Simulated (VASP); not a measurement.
# SnO (P4/nmm) in VASP: notebook

The runs below take SnO through single point, relaxation of shape and atoms at fixed volume, with PBE.

Everything below comes from runs of VASP 6.6.1. Logs are shortened: lines on timing, memory, paths and dates and some standing lists are left out, and cuts for length are marked.

**1. The cell of the first run**

The structure is tetragonal, space group P4/nmm (No. 129). The conventional cell has a = 3.868 Å, b = 3.868 Å, c = 5.065 Å, α = 90.00°, β = 90.00°, γ = 90.00°. Sn (site symmetry 4mm) has 4 O at 2.25 Å within 3.0 Å. Within 3.0 Å of O (site symmetry -4m2) lie 4 Sn at 2.25 Å and 4 O at 2.74 Å.

**2. Single point, PBE**

Input file INCAR:

```
PREC     = Accurate       # precision mode
ENCUT    = 520            # plane-wave cutoff, eV
EDIFF    = 1E-7           # SCF threshold, eV
ISMEAR   = 0              # smearing method
SIGMA    = 0.02           # smearing width, eV
LREAL    = False          # projectors in reciprocal space
LASPH    = True           # aspherical terms in the spheres
NELM     = 100            # most SCF steps
ALGO     = Normal         # electronic algorithm
ISIF     = 2              # what is computed and relaxed
LWAVE    = False          # write WAVECAR
LCHARG   = True           # write CHGCAR
GGA      = PE             # functional
LELF     = True           # ELF
LVHAR    = True         
NBANDS   = 28             # bands
```

Input file KPOINTS:

```
regular mesh
0
Gamma
  10 10 8
```

Input file POSCAR:

```
SnO
1.0
    3.8684423512      0.0000000000      0.0000000000
    0.0000000000      3.8684423512      0.0000000000
    0.0000000000      0.0000000000      5.0650221513
Sn O
2 2
Direct
    0.5000000000      0.0000000000      0.2288152420
    0.0000000000      0.5000000000      0.7711847580
    0.0000000000      0.0000000000      0.0000000000
    0.5000000000      0.5000000000      0.0000000000
```

Potentials or basis: VASP PAW PBE potentials, release 64 (Sn_d, O).

Run with:

```console
cat potpaw_PBE.64/Sn_d/POTCAR potpaw_PBE.64/O/POTCAR > POTCAR
mpirun -np 1 vasp_std > vasp.out
```

OUTCAR:

```text
PREC = Accurate
   ENCUT = 520
   EDIFF = 1E-7
   ISMEAR = 0
   LREAL = False
   LASPH = True
   NELM = 100
   ISIF = 2
   GGA = PE

 ion  position               nearest neighbor table
   1  0.500  0.000  0.229-   3 2.25   4 2.25   4 2.25   3 2.25   2 3.59   2 3.59   2 3.59   2 3.59

   2  0.000  0.500  0.771-   3 2.25   4 2.25   3 2.25   4 2.25   1 3.59   1 3.59   1 3.59   1 3.59

   3  0.000  0.000  0.000-   1 2.25   2 2.25   2 2.25   1 2.25
   4  0.500  0.500  0.000-   1 2.25   2 2.25   1 2.25   2 2.25

  LATTYP: Found a simple tetragonal cell.
 ALAT       =     3.8684423512
 C/A-ratio  =     1.3093182453

  Lattice vectors:

 A1 = (   3.8684423512,   0.0000000000,   0.0000000000)
 A2 = (   0.0000000000,   3.8684423512,   0.0000000000)
 A3 = (   0.0000000000,   0.0000000000,   5.0650221513)

Analysis of symmetry for initial positions (statically):
=====================================================================
 Subroutine PRICEL returns:
 Original cell was already a primitive cell.

 Routine SETGRP: Setting up the symmetry group for a
 simple tetragonal supercell.

 Subroutine GETGRP returns: Found 16 space group operations
 (whereof  8 operations were pure point group operations)
 out of a pool of 16 trial point group operations.

The static configuration has the point symmetry D_2d.
 The point group associated with its full space group is D_4h.

Analysis of symmetry for dynamics (positions and initial velocities):
=====================================================================
 Subroutine PRICEL returns:
 Original cell was already a primitive cell.

 Routine SETGRP: Setting up the symmetry group for a
 simple tetragonal supercell.

 Subroutine GETGRP returns: Found 16 space group operations
 (whereof  8 operations were pure point group operations)
 out of a pool of 16 trial point group operations.

The dynamic configuration has the point symmetry D_2d.
 The point group associated with its full space group is D_4h.

 Subroutine INISYM returns: Found 16 space group operations
 (whereof  8 operations are pure point group operations),
 and found     1 'primitive' translations

----------------------------------------------------------------------------------------

                                     Primitive cell

  volume of cell :      75.7973

  direct lattice vectors                    reciprocal lattice vectors
     3.868442351  0.000000000  0.000000000     0.258501978  0.000000000  0.000000000
[... 86 lines left out ...]
   LSORBIT =      F    spin-orbit coupling
   LASPH  =      T    aspherical Exc in radial PAW
   ENCUT  =  520.0 eV  38.22 Ry    6.18 a.u.   7.19  7.19  9.42*2*pi/ulx,y,z
   NELM   =    100;   NELMIN=  2; NELMDL= -5     # of ELM steps
   EDIFF  = 0.1E-06   stopping-criterion for ELM
   LREAL  =      F    real-space projection
   EDIFFG = 0.1E-05   stopping-criterion for IOM
   NSW    =      0    number of steps for IOM
   IBRION =     -1    ionic relax: 0-MD 1-quasi-New 2-CG
   NFREE  =      0    steps in history (QN), initial steepest desc. (CG)
   ISIF   =      2    stress and relaxation
   ISYM   =      2    0-nonsym 1-usesym 2-fastsym
   POTIM  = 0.5000    time-step for ionic-motion
   TEBEG  =    0.0;   TEEND  =   0.0 temperature during run
   PSTRESS=    0.0 pullay stress
   NELECT =      40.0000    total number of electrons
   NUPDOWN=      -1.0000    fix difference up-down
   EMIN   =  10.00;   EMAX   =-10.00  energy-range for DOS
   EFERMI =   0.00;   METHOD = LEGACY
   ISMEAR =     0;   SIGMA  =   0.02  broadening in eV -4-tet -1-fermi 0-gaus
   EFERMI_NEDOS =   21; number of points for ismear=-14 and -15
   IALGO  =     38    algorithm
   IMIX   =      4    mixing-type and parameters
     AMIX     =   0.40;   BMIX     =  1.00
     AMIX_MAG =   1.60;   BMIX_MAG =  1.00
  volume/ion in A,a.u.               =      18.95       127.88
  Fermi-wavevector in a.u.,A,eV,Ry     =   1.322951  2.500014 23.812893  1.750198
  Thomas-Fermi vector in A             =   2.452594
   LORBIT       =      0    0 simple, 1 ext, 2 COOP (PROOUT), +10 PAW based schemes
   GGA     = PE    functional components
   LHFCALC =     F    Hartree Fock is set to
   AEXX    =    0.0000 exact exchange contribution
   IVDW    =     0    specifies the selected vdW correction
   LEPSILON=     F    determine dielectric tensor
   LRPA    =     F    only Hartree local field effects (RPA)
 non-spin polarized calculation
 Gauss-broadening in eV      SIGMA  =   0.02
  energy-cutoff  :      520.00
  volume of cell :       75.80
 maximum number of plane-waves:      2058
 NGX is ok and might be reduce to    30
   NGX = 15   NGY = 15   NGZ = 19

 number of electron      39.9999994 magnetization

 Free energy of the ion-electron system (eV)
  ---------------------------------------------------
  ext. energy  EPLUGINS =         0.00000000
  ---------------------------------------------------
  free energy    TOTEN  =       -22.72594730 eV

  energy without entropy =      -22.72594730  energy(sigma->0) =      -22.72594730

 E-fermi :   6.3054     XC(G=0):  -9.8235

 val. band max:        6.1356732836   @ k =   0.1000   0.0000   0.0000
 cond. band min:       6.6402750931   @ k =   0.5000   0.5000   0.0000
 fundamental gap:      0.5046018094
 Fermi energy:         6.3053804716

 k-point     1 :       0.0000    0.0000    0.0000
  band No.  band energies     occupation
      1     -15.6059      2.00000
      2     -15.2419      2.00000
      3     -15.2371      2.00000
      4     -15.2371      2.00000
      5     -15.2077      2.00000
      6     -15.1932      2.00000
[... 733 lines left out ...]
     27      13.5479      0.00000
     28      15.7854      0.00000

 [... further k-points ...]
[... 5 lines left out ...]
  --------------------------------------------------------------------------------------
  -------------------------------------------------------------------------------------
  Total        0.0835366      0.0835366      0.1150917      0.0000000      0.0000000      0.0000000
  in kB        1.7657685      1.7657685      2.4327706      0.0000000      0.0000000      0.0000000
  external PRESSURE =       1.9881025 kB  Pullay stress =       0.0000000 kB

 VOLUME and BASIS-vectors are now :
 -----------------------------------------------------------------------------
  energy-cutoff  :      520.00
  volume of cell :       75.80
      direct lattice vectors                 reciprocal lattice vectors
     3.868442351  0.000000000  0.000000000     0.258501978  0.000000000  0.000000000
     0.000000000  3.868442351  0.000000000     0.000000000  0.258501978  0.000000000
     0.000000000  0.000000000  5.065022151     0.000000000  0.000000000  0.197432503

 POSITION                                       TOTAL-FORCE (eV/Angst)
 -----------------------------------------------------------------------------------
      1.93422      0.00000      1.15895        -0.000000     -0.000000      0.076518
      0.00000      1.93422      3.90607        -0.000000      0.000000     -0.076518
      0.00000      0.00000      0.00000        -0.000000     -0.000000      0.000000
      1.93422      1.93422      0.00000         0.000000      0.000000      0.000000
 -----------------------------------------------------------------------------------
    total drift:                                0.000000      0.000000      0.000000

  FREE ENERGIE OF THE ION-ELECTRON SYSTEM (eV)
  ---------------------------------------------------
  free  energy   TOTEN  =       -22.7259473034 eV

  energy  without entropy=      -22.7259473034  energy(sigma->0) =      -22.72594730
```

OSZICAR:

```text
N       E                     dE             d eps       ncg     rms          rms(c)
DAV:   1     0.418617855984E+03    0.41862E+03   -0.19872E+04  6096   0.212E+03
DAV:   2     0.389399014983E+02   -0.37968E+03   -0.36443E+03  6132   0.541E+02
DAV:   3    -0.233289821490E+02   -0.62269E+02   -0.61064E+02  6752   0.180E+02
DAV:   4    -0.264695757494E+02   -0.31406E+01   -0.31248E+01  6700   0.436E+01
DAV:   5    -0.265440695768E+02   -0.74494E-01   -0.74483E-01  6388   0.728E+00    0.117E+01
DAV:   6    -0.227811716818E+02    0.37629E+01   -0.18123E+01  9472   0.456E+01    0.510E+00
DAV:   7    -0.227466318911E+02    0.34540E-01   -0.22311E+00  6980   0.878E+00    0.251E+00
DAV:   8    -0.227325530386E+02    0.14079E-01   -0.31253E-01  7272   0.366E+00    0.816E-01
DAV:   9    -0.227248322866E+02    0.77208E-02   -0.50749E-02  9436   0.216E+00    0.251E-01
DAV:  10    -0.227264199455E+02   -0.15877E-02   -0.85266E-03  7856   0.811E-01    0.166E-01
DAV:  11    -0.227259120506E+02    0.50789E-03   -0.28217E-03  8888   0.461E-01    0.245E-02
DAV:  12    -0.227259514420E+02   -0.39391E-04   -0.32498E-04  6108   0.107E-01    0.340E-02
DAV:  13    -0.227259472265E+02    0.42155E-05   -0.41659E-05  7480   0.553E-02    0.306E-03
DAV:  14    -0.227259472439E+02   -0.17352E-07   -0.38619E-06  6532   0.123E-02    0.388E-03
DAV:  15    -0.227259473034E+02   -0.59557E-07   -0.13297E-07  4772   0.295E-03
   1 F= -.22725947E+02 E0= -.22725947E+02  d E =-.343999E-35
```

stdout:

```text
POSCAR found type information on POSCAR SnO
 POSCAR found :  2 types and       4 ions
 scaLAPACK will be used
 LDA part: xc-table for (Slater+PW92), standard interpolation
 POSCAR, INCAR and KPOINTS ok, starting setup
 FFT: planning ... GRIDC
 FFT: planning ... GRID_SOFT
 FFT: planning ... GRID
 WAVECAR not read
 entering main loop
```

It took 5.5 min on 1 thread of Intel Xeon 8259CL, shared host; peak memory 0.31 GiB.

What came out:

| Quantity | Value |
| --- | --- |
| Free energy | -22.7259 eV |
| Pressure | 0.2 GPa |
| Largest force | 0.077 eV/Å |
| Band gap on the k mesh | 0.50 eV (least direct gap 1.91 eV) |

Forces in eV/Å, atoms in the order of the input:
```
Sn   0.000  0.000  0.077
Sn   0.000  0.000 -0.077
O    0.000  0.000  0.000
O    0.000  0.000  0.000
```

Levels at points of the mesh, in eV from the valence-band top:
```
           k point  band 17  band 18  band 19  band 20  band 21  band 22  band 23  band 24
(0.00, 0.00, 0.00)    -3.15    -2.88    -2.88     0.00     1.91     4.07     4.92     4.92
(0.50, 0.00, 0.00)    -4.47    -4.47    -2.33    -2.33     3.04     3.04     5.69     5.69
(0.50, 0.50, 0.00)    -2.24    -2.24    -1.74    -1.74     0.50     0.50     4.56     4.56
(0.00, 0.00, 0.50)    -3.20    -2.90    -2.90    -1.94     1.72     3.31     3.31     3.75
(0.50, 0.00, 0.50)    -4.45    -4.45    -1.53    -1.53     2.48     2.48     5.56     5.56
(0.50, 0.50, 0.50)    -2.35    -2.35    -2.24    -2.24     2.61     2.61     3.75     3.75
```

Caveat: semilocal functionals underestimate gaps, and a narrow one can read as zero; spin-orbit coupling is left out, which moves the levels of the heavy elements. A k mesh can miss the band edges.

**3. Relaxation of shape and atoms at fixed volume, PBE (18.38 Å³/atom)**

This run uses another cell than the first one, of 18.38 Å³/atom.

Input file INCAR:

```
PREC = Accurate
ENCUT = 600
EDIFF = 1E-6
ISMEAR = 0
SIGMA = 0.02
LREAL = False
LASPH = True
NELM = 80
ALGO = Normal
ISIF = 4
LWAVE = False
LCHARG = False
GGA = PE
IBRION = 2
NSW = 50
EDIFFG = -0.01
```

Input file KPOINTS:

```
Automatic mesh
0
Gamma
  10 10 8
```

Input file POSCAR:

```
SnO
1.0
    3.8293645048      0.0000000000      0.0000000000
    0.0000000000      3.8293645048      0.0000000000
    0.0000000000      0.0000000000      5.0138568390
Sn O
2 2
Direct
    0.5000000000      0.0000000000      0.2288152407
    0.0000000000      0.5000000000      0.7711847593
    0.0000000000      0.0000000000      0.0000000000
    0.5000000000      0.5000000000      0.0000000000
```

Potentials or basis: VASP PAW PBE potentials, release 64 (Sn_d, O).

Run with:

```console
cat potpaw_PBE.64/Sn_d/POTCAR potpaw_PBE.64/O/POTCAR > POTCAR
mpirun -np 1 vasp_std > vasp.out
```

Wall time 3.6 min (1 thread of Intel Xeon 6975P-C (Granite Rapids), shared host); peak memory 0.33 GiB.

It converged, with:

- Free energy: -22.7254 eV
- Energy gained by relaxing: 4.5 meV/atom
- Ionic steps: 5
- Pressure after relaxing: 0.6 GPa
- Largest force after relaxing: 0.005 eV/Å
- Band gap on the k mesh: 0.29 eV (least direct gap 2.00 eV)

Forces in eV/Å, atoms in the order of the input:
```
Sn   0.000  0.000  0.005
Sn   0.000  0.000 -0.005
O    0.000  0.000  0.000
O    0.000  0.000  0.000
```

Step by step:
```
step  energy change (eV)  largest force (eV/Å)  pressure (GPa)  volume (Å³)
   1              0.0000                0.4944            2.83        73.52
   2             -0.0142                0.0657            1.34        73.52
   3             -0.0146                0.0277            1.06        73.52
   4             -0.0168                0.0132            0.86        73.52
   5             -0.0182                0.0053            0.59        73.52
```

Final structure:
```yaml
crystal:
  lattice:
    - [3.85931, 0.00000, 0.00000]
    - [0.00000, 3.85931, 0.00000]
    - [0.00000, 0.00000, 4.93636]
  atoms:
    - { symbol: Sn, position: [0.50000, 0.00000, 0.23532] }
    - { symbol: Sn, position: [0.00000, 0.50000, 0.76468] }
    - { symbol: O, position: [0.00000, 0.00000, 0.00000] }
    - { symbol: O, position: [0.50000, 0.50000, 0.00000] }
```

Levels at points of the mesh, in eV from the valence-band top:
```
           k point  band 18  band 19  band 20  band 21  band 22  band 23
(0.00, 0.00, 0.00)    -2.93    -2.93     0.00     2.00     4.32     4.74
(0.50, 0.00, 0.00)    -4.53    -2.47    -2.47     3.13     3.13     5.85
(0.50, 0.50, 0.00)    -2.29    -1.79    -1.79     0.29     0.29     4.54
(0.00, 0.00, 0.50)    -2.94    -2.94    -2.00     1.73     3.10     3.10
(0.50, 0.00, 0.50)    -4.50    -1.59    -1.59     2.55     2.55     5.43
(0.50, 0.50, 0.50)    -2.51    -2.29    -2.29     2.48     2.48     3.93
```

Caveat: semilocal functionals underestimate gaps, and a narrow one can read as zero; spin-orbit coupling is left out, which moves the levels of the heavy elements.

**4. Relaxation of shape and atoms at fixed volume, PBE (19.52 Å³/atom)**

This run uses another cell than the first one, of 19.52 Å³/atom.

Input file INCAR:

```
SYSTEM = SnO
  PREC = Accurate
  ENCUT = 600
  EDIFF = 1E-7
  ISMEAR = 0
  SIGMA = 0.02
  LREAL = .FALSE.
  LASPH = .TRUE.
  NELM = 80
  ALGO = Normal
  ISIF = 4
  LWAVE = .FALSE.
  LCHARG = .FALSE.
  GGA = PE
  IBRION = 2
  NSW = 50
  EDIFFG = -0.01
```

Input file KPOINTS:

```
Automatic mesh
0
G
  10 10 8
  0 0 0
```

Input file POSCAR:

```
SnO
1.0
    3.9067462523      0.0000000000      0.0000000000
    0.0000000000      3.9067462523      0.0000000000
    0.0000000000      0.0000000000      5.1151741734
Sn O
2 2
Direct
    0.5000000000      0.0000000000      0.2288152407
    0.0000000000      0.5000000000      0.7711847593
    0.0000000000      0.0000000000      0.0000000000
    0.5000000000      0.5000000000      0.0000000000
```

Run with:

```console
cat potpaw_PBE.64/Sn_d/POTCAR potpaw_PBE.64/O/POTCAR > POTCAR
mpirun -np 1 vasp_std > vasp.out
```

Wall time 10 min (1 thread of AMD EPYC 9R14 (Zen 4), shared host); peak memory 0.32 GiB.

The run converged. Its results:

```yaml
Free_energy: -22.7280 eV
Energy_gained_by_relaxing: 2.5 meV/atom
Ionic_steps: 5
Pressure_after_relaxing: -0.6 GPa
Band_gap_on_the_k_mesh: 0.68 eV (least direct gap 1.85 eV)
```

The path:
```tsv
step	energy change (eV)	largest force (eV/Å)	pressure (GPa)	volume (Å³)
1	0.0000	0.3014	-2.17	78.07
2	-0.0064	0.0762	-1.36	78.07
3	-0.0072	0.0362	-0.96	78.07
4	-0.0089	0.0223	-0.82	78.07
5	-0.0098	0.0014	-0.59	78.07
```

Final structure:
```
Sn O
1.0
     3.87683    0.00000    0.00000
     0.00000    3.87683    0.00000
     0.00000    0.00000    5.19442
Sn O
2 2
Direct
  0.50000 0.00000 0.22406
  0.00000 0.50000 0.77594
  0.00000 0.00000 0.00000
  0.50000 0.50000 0.00000
```

Levels at points of the mesh, in eV from the valence-band top:
```csv
k point,band 16,band 17,band 18,band 19,band 20,band 21,band 22,band 23,band 24
"(0.00, 0.00, 0.00)",-5.70,-3.07,-2.79,-2.79,0.00,1.85,3.89,5.05,5.05
"(0.50, 0.00, 0.00)",-4.54,-4.37,-4.37,-2.21,-2.21,2.96,2.96,5.57,5.57
"(0.50, 0.50, 0.00)",-4.67,-2.16,-2.16,-1.70,-1.70,0.68,0.68,4.58,4.58
"(0.00, 0.00, 0.50)",-3.53,-3.11,-2.81,-2.81,-1.88,1.76,3.47,3.47,3.80
"(0.50, 0.00, 0.50)",-4.87,-4.35,-4.35,-1.48,-1.48,2.41,2.41,5.65,5.65
"(0.50, 0.50, 0.50)",-4.95,-2.22,-2.22,-2.16,-2.16,2.71,2.71,3.59,3.59
```

Caveat: semilocal functionals underestimate gaps, and a narrow one can read as zero; spin-orbit coupling is left out, which moves the levels of the heavy elements.

**5. Summary**

```csv
task,cell,cutoff (eV),gap on the mesh (eV),pressure (GPa),largest force (eV/Å)
single point,"a = 3.868, b = 3.868, c = 5.065 Å, 4 atoms",520,0.50,0.2,0.08
relaxation of shape and atoms at fixed volume,"relaxed from a = 3.829, b = 3.829, c = 5.014 Å, 4 atoms",600,0.29,0.6,0.01
relaxation of shape and atoms at fixed volume,"relaxed from a = 3.907, b = 3.907, c = 5.115 Å, 4 atoms",600,0.68,-0.6,-
```

Alike in all rows: level PBE; potentials or basis VASP PAW PBE potentials, release 64 (Sn_d, O); no spin polarisation; k mesh 10 × 10 × 8; smearing gaussian 0.02 eV.

Caveats: semilocal functionals underestimate gaps, and a narrow one can read as zero; spin-orbit coupling is left out, which moves the levels of the heavy elements.

Absolute energies hang on the potentials; compare differences alone.
